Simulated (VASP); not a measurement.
# SiNi (Pnma) in VASP: a series of runs

Runs on SiNi. Level: PBE. Tasks: single point.

Everything below comes from runs of VASP 6.6.1. Logs are shortened: lines on timing, memory, paths and dates and some standing lists are left out, and cuts for length are marked.

## 1. The cell of the first run

It takes space group Pnma (No. 62, orthorhombic). Conventional cell: a = 5.182 Å, b = 3.397 Å, c = 5.665 Å, α = 90.00°, β = 90.00°, γ = 90.00°. Si (site symmetry m) has 6 Ni at 2.30 to 2.42 Å and 2 Si at 2.69 Å within 3.0 Å. Ni (site symmetry m) has 6 Si at 2.30 to 2.42 Å and 4 Ni at 2.68 to 2.74 Å within 3.0 Å.

## 2. Single point, PBE (12.46 Å³/atom)

INCAR

```
SYSTEM = SiNi
  PREC = Accurate
  ENCUT = 520
  EDIFF = 1E-7
  ISMEAR = 0
  SIGMA = 0.05
  LREAL = .False.
  LASPH = .True.
  NELM = 100
  ALGO = Fast
  ISIF = 2
  LWAVE = .False.
  LCHARG = .False.
  GGA = PE
  NBANDS = 38
```

KPOINTS

```
Automatic mesh
0
Gamma
  8 10 6
  0 0 0
```

POSCAR

```
SiNi
1.0
    5.1818350652      0.0000000000      0.0000000000
    0.0000000000      3.3968938707      0.0000000000
    0.0000000000      0.0000000000      5.6651921013
Si Ni
4 4
Direct
    0.3204084574      0.7500000000      0.0836233362
    0.1795915426      0.2500000000      0.5836233362
    0.8204084574      0.7500000000      0.4163766638
    0.6795915426      0.2500000000      0.9163766638
    0.0074919128      0.2500000000      0.1894931110
    0.4925080872      0.7500000000      0.6894931110
    0.5074919128      0.2500000000      0.3105068890
    0.9925080872      0.7500000000      0.8105068890
```

Potentials or basis: VASP PAW PBE potentials, release 64 (Si, Ni).

On the command line:

```console
$ cat potpaw_PBE.64/Si/POTCAR potpaw_PBE.64/Ni/POTCAR > POTCAR
$ mpirun -np 1 vasp_std > vasp.out
```

OUTCAR:

```text
SYSTEM = SiNi
   PREC = Accurate
   ENCUT = 520
   EDIFF = 1E-7
   ISMEAR = 0
   LREAL = .False.
   LASPH = .True.
   NELM = 100
   ISIF = 2
   GGA = PE

 ion  position               nearest neighbor table
   1  0.320  0.750  0.084-   8 2.30   7 2.34   7 2.34   6 2.40   5 2.42   5 2.42   4 2.69   4 2.69

   2  0.180  0.250  0.584-   7 2.30   8 2.34   8 2.34   5 2.40   6 2.42   6 2.42   3 2.69   3 2.69

   3  0.820  0.750  0.416-   6 2.30   5 2.34   5 2.34   8 2.40   7 2.42   7 2.42   2 2.69   2 2.69

   4  0.680  0.250  0.916-   5 2.30   6 2.34   6 2.34   7 2.40   8 2.42   8 2.42   1 2.69   1 2.69

   5  0.007  0.250  0.189-   4 2.30   3 2.34   3 2.34   2 2.40   1 2.42   1 2.42   7 2.68   7 2.68
                             8 2.74   8 2.74
   6  0.493  0.750  0.689-   3 2.30   4 2.34   4 2.34   1 2.40   2 2.42   2 2.42   8 2.68   8 2.68
                             7 2.74   7 2.74
   7  0.507  0.250  0.311-   2 2.30   1 2.34   1 2.34   4 2.40   3 2.42   3 2.42   5 2.68   5 2.68
                             6 2.74   6 2.74
   8  0.993  0.750  0.811-   1 2.30   2 2.34   2 2.34   3 2.40   4 2.42   4 2.42   6 2.68   6 2.68
                             5 2.74   5 2.74

  LATTYP: Found a simple orthorhombic cell.
 ALAT       =     3.3968938707
 B/A-ratio  =     1.5254627499
 C/A-ratio  =     1.6677565791

  Lattice vectors:

 A1 = (   0.0000000000,  -3.3968938707,   0.0000000000)
 A2 = (   5.1818350652,   0.0000000000,   0.0000000000)
 A3 = (   0.0000000000,   0.0000000000,   5.6651921013)

Analysis of symmetry for initial positions (statically):
=====================================================================
 Subroutine PRICEL returns:
 Original cell was already a primitive cell.

 Routine SETGRP: Setting up the symmetry group for a
 simple orthorhombic supercell.

 Subroutine GETGRP returns: Found  8 space group operations
 (whereof  2 operations were pure point group operations)
 out of a pool of  8 trial point group operations.

The static configuration has the point symmetry S_2 .
 The point group associated with its full space group is D_2h.

Analysis of symmetry for dynamics (positions and initial velocities):
=====================================================================
 Subroutine PRICEL returns:
 Original cell was already a primitive cell.

 Routine SETGRP: Setting up the symmetry group for a
 simple orthorhombic supercell.

 Subroutine GETGRP returns: Found  8 space group operations
 (whereof  2 operations were pure point group operations)
 out of a pool of  8 trial point group operations.

The dynamic configuration has the point symmetry S_2 .
 The point group associated with its full space group is D_2h.

 Subroutine INISYM returns: Found  8 space group operations
 (whereof  2 operations are pure point group operations),
 and found     1 'primitive' translations

----------------------------------------------------------------------------------------

                                     Primitive cell

  volume of cell :      99.7195

  direct lattice vectors                    reciprocal lattice vectors
     5.181835065  0.000000000  0.000000000     0.192981827  0.000000000  0.000000000
     0.000000000  3.396893871  0.000000000     0.000000000  0.294386589  0.000000000
     0.000000000  0.000000000  5.665192101     0.000000000  0.000000000  0.176516521

  length of vectors
     5.181835065  3.396893871  5.665192101     0.192981827  0.294386589  0.176516521

  position of ions in fractional coordinates (direct lattice)
     0.320408457  0.750000000  0.083623336
     0.179591543  0.250000000  0.583623336
     0.820408457  0.750000000  0.416376664
     0.679591543  0.250000000  0.916376664
     0.007491913  0.250000000  0.189493111
     0.492508087  0.750000000  0.689493111
     0.507491913  0.250000000  0.310506889
     0.992508087  0.750000000  0.810506889

  ion indices of the primitive-cell ions
   primitive index   ion index
                 1           1
                 2           2
                 3           3
                 4           4
                 5           5
                 6           6
                 7           7
                 8           8

----------------------------------------------------------------------------------------

 KPOINTS: Automatic mesh

Automatic generation of k-mesh.
 Grid dimensions read from file:
 generate k-points for:    8   10    6

 Generating k-lattice:

  Cartesian coordinates                     Fractional coordinates (reciprocal lattice)
     0.024122728  0.000000000  0.000000000     0.125000000  0.000000000  0.000000000
     0.000000000  0.029438659  0.000000000     0.000000000  0.100000000  0.000000000
     0.000000000  0.000000000  0.029419420     0.000000000  0.000000000  0.166666667

  Length of vectors
     0.024122728  0.029438659  0.029419420

  Shift w.r.t. Gamma in fractional coordinates (k-lattice)
     0.000000000  0.000000000  0.000000000

 Subroutine IBZKPT returns following result:
 ===========================================

 Found    120 irreducible k-points:

 Following reciprocal coordinates:
            Coordinates               Weight
  0.000000  0.000000  0.000000      1.000000
  0.125000  0.000000  0.000000      2.000000
  0.250000  0.000000  0.000000      2.000000
  0.375000  0.000000  0.000000      2.000000
  0.500000  0.000000  0.000000      1.000000
  0.000000  0.100000  0.000000      2.000000
[... 16 lines left out ...]
  0.250000  0.400000  0.000000      4.000000
  0.375000  0.400000  0.000000      4.000000
 [... further k-points ...]
   k-points           NKPTS =    120   k-points in BZ     NKDIM =    120   number of bands    NBANDS=     38
   number of dos      NEDOS =    301   number of ions     NIONS =      8
   total plane-waves  NPLWV =  47040
   dimension x,y,z NGX =    40 NGY =   28 NGZ =   42
   dimension x,y,z NGXF=    80 NGYF=   56 NGZF=   84
   ions per type =               4   4
   NGX,Y,Z   is equivalent  to a cutoff of  12.83, 13.70, 12.32 a.u.
   NGXF,Y,Z  is equivalent  to a cutoff of  25.67, 27.41, 24.65 a.u.
 SYSTEM =  SiNi
   PREC   = accura    normal or accurate (medium, high low for compatibility)
   ISTART =      0    job   : 0-new  1-cont  2-samecut
   ICHARG =      2    charge: 1-file 2-atom 10-const
   ISPIN  =      1    spin polarized calculation?
   LNONCOLLINEAR =      F non collinear calculations
   LSORBIT =      F    spin-orbit coupling
   LASPH  =      T    aspherical Exc in radial PAW
   ENCUT  =  520.0 eV  38.22 Ry    6.18 a.u.   9.63  6.32 10.53*2*pi/ulx,y,z
   NELM   =    100;   NELMIN=  2; NELMDL= -5     # of ELM steps
   EDIFF  = 0.1E-06   stopping-criterion for ELM
   LREAL  =      F    real-space projection
   EDIFFG = 0.1E-05   stopping-criterion for IOM
   NSW    =      0    number of steps for IOM
   IBRION =     -1    ionic relax: 0-MD 1-quasi-New 2-CG
   NFREE  =      0    steps in history (QN), initial steepest desc. (CG)
   ISIF   =      2    stress and relaxation
   ISYM   =      2    0-nonsym 1-usesym 2-fastsym
   POTIM  = 0.5000    time-step for ionic-motion
   TEBEG  =    0.0;   TEEND  =   0.0 temperature during run
   PSTRESS=    0.0 pullay stress
   NELECT =      56.0000    total number of electrons
   NUPDOWN=      -1.0000    fix difference up-down
   EMIN   =  10.00;   EMAX   =-10.00  energy-range for DOS
   EFERMI =   0.00;   METHOD = LEGACY
   ISMEAR =     0;   SIGMA  =   0.05  broadening in eV -4-tet -1-fermi 0-gaus
   EFERMI_NEDOS =   21; number of points for ismear=-14 and -15
   IALGO  =     68    algorithm
   IMIX   =      4    mixing-type and parameters
     AMIX     =   0.40;   BMIX     =  1.00
     AMIX_MAG =   1.60;   BMIX_MAG =  1.00
  volume/ion in A,a.u.               =      12.46        84.12
  Fermi-wavevector in a.u.,A,eV,Ry     =   1.350654  2.552366 24.820648  1.824266
  Thomas-Fermi vector in A             =   2.478141
   LORBIT       =      0    0 simple, 1 ext, 2 COOP (PROOUT), +10 PAW based schemes
   GGA     = PE    functional components
   LHFCALC =     F    Hartree Fock is set to
   AEXX    =    0.0000 exact exchange contribution
   IVDW    =     0    specifies the selected vdW correction
   LEPSILON=     F    determine dielectric tensor
   LRPA    =     F    only Hartree local field effects (RPA)
 non-spin polarized calculation
 RMM-DIIS sequential band-by-band and
 Gauss-broadening in eV      SIGMA  =   0.05
  energy-cutoff  :      520.00
  volume of cell :       99.72
 maximum number of plane-waves:      2715
 NGX is ok and might be reduce to    40
   NGX = 19   NGY = 13   NGZ = 21

 number of electron      55.9999995 magnetization

 Free energy of the ion-electron system (eV)
  ---------------------------------------------------
  ext. energy  EPLUGINS =         0.00000000
  ---------------------------------------------------
  free energy    TOTEN  =       -47.58615277 eV

  energy without entropy =      -47.58389683  energy(sigma->0) =      -47.58502480

 E-fermi :   9.9987     XC(G=0): -12.0694

 val. band max:        9.9923511939   @ k =   0.0000   0.3000   0.0000
 cond. band min:      10.0220515717   @ k =   0.2500   0.5000   0.0000
 fundamental gap:      0.0297003778
 Fermi energy:         9.9987044669

 k-point     1 :       0.0000    0.0000    0.0000
  band No.  band energies     occupation
      1      -2.7335      2.00000
      2       0.5319      2.00000
      3       1.8032      2.00000
      4       2.3693      2.00000
      5       3.6903      2.00000
      6       4.1426      2.00000
[... 30 lines left out ...]
     37      16.2670      0.00000
     38      16.6972      0.00000

 k-point     2 :       0.1250    0.0000    0.0000
  band No.  band energies     occupation
      1      -2.6507      2.00000
      2       0.3737      2.00000
      3       1.8583      2.00000
      4       2.0599      2.00000
      5       4.0223      2.00000
      6       4.2374      2.00000
[... 30 lines left out ...]
     37      16.1885      0.00000
     38      16.2376      0.00000
[... 859 lines left out ...]
     37      15.1492      0.00000
     38      16.5345      0.00000

 k-point    24 :       0.3750    0.4000    0.0000
  band No.  band energies     occupation
      1      -0.1112      2.00000
      2       0.9130      2.00000
      3       1.8472      2.00000
      4       2.3725      2.00000
      5       4.2975      2.00000
      6       4.4861      2.00000
[... 30 lines left out ...]
     37      15.9178      0.00000
     38      16.4883      0.00000

 [... further k-points ...]

------------------------ aborting loop because EDIFF is reached ----------------------------------------

  FORCE on cell =-STRESS in cart. coord.  units (eV):
  Direction    XX          YY          ZZ          XY          YZ          ZX
  --------------------------------------------------------------------------------------
  -------------------------------------------------------------------------------------
  Total       -1.8580488     -1.9383905     -1.8732513     -0.0000000      0.0000000      0.0000000
  in kB      -29.8529664    -31.1438028    -30.0972232     -0.0000000      0.0000000      0.0000000
  external PRESSURE =     -30.3646641 kB  Pullay stress =       0.0000000 kB

 VOLUME and BASIS-vectors are now :
 -----------------------------------------------------------------------------
  energy-cutoff  :      520.00
  volume of cell :       99.72
      direct lattice vectors                 reciprocal lattice vectors
     5.181835065  0.000000000  0.000000000     0.192981827  0.000000000  0.000000000
     0.000000000  3.396893871  0.000000000     0.000000000  0.294386589  0.000000000
     0.000000000  0.000000000  5.665192101     0.000000000  0.000000000  0.176516521

 POSITION                                       TOTAL-FORCE (eV/Angst)
 -----------------------------------------------------------------------------------
      1.66030      2.54767      0.47374        -0.000229     -0.000000      0.000650
      0.93061      0.84922      3.30634         0.000229     -0.000000      0.000650
      4.25122      2.54767      2.35885        -0.000229     -0.000000     -0.000650
      3.52153      0.84922      5.19145         0.000229     -0.000000     -0.000650
      0.03882      0.84922      1.07351         0.010195      0.000000     -0.002446
      2.55210      2.54767      3.90611        -0.010195     -0.000000     -0.002446
      2.62974      0.84922      1.75908         0.010195     -0.000000      0.002446
      5.14301      2.54767      4.59168        -0.010195     -0.000000      0.002446
 -----------------------------------------------------------------------------------
    total drift:                               -0.000000      0.000000     -0.000000

  FREE ENERGIE OF THE ION-ELECTRON SYSTEM (eV)
  ---------------------------------------------------
  free  energy   TOTEN  =       -47.5861527673 eV

  energy  without entropy=      -47.5838968300  energy(sigma->0) =      -47.58502480
```

Run time: 10 min. Hardware: 1 thread of Oxide Virtual Turin-like, shared host; peak memory 0.42 GiB.

Results:

```yaml
Free_energy: -47.5862 eV
Pressure: -3.0 GPa
Largest_force: 0.010 eV/Å
Band_gap_on_the_k_mesh: zero (bands 28 and 29 overlap by 1.79 eV)
```

Forces in eV/Å, atoms in the order of the input:
```
Si   0.000  0.000  0.001
Si   0.000  0.000  0.001
Si   0.000  0.000 -0.001
Si   0.000  0.000 -0.001
Ni   0.010  0.000 -0.002
Ni  -0.010  0.000 -0.002
Ni   0.010  0.000  0.002
Ni  -0.010  0.000  0.002
```

Caveat: the cell stands under tension. Spin polarisation is off, so any magnetic state and its effect on volume and gap are missing.

(Continued in part 2 of 2.)

The gap in the log of VASP goes by the Fermi energy; the results here count the filled bands.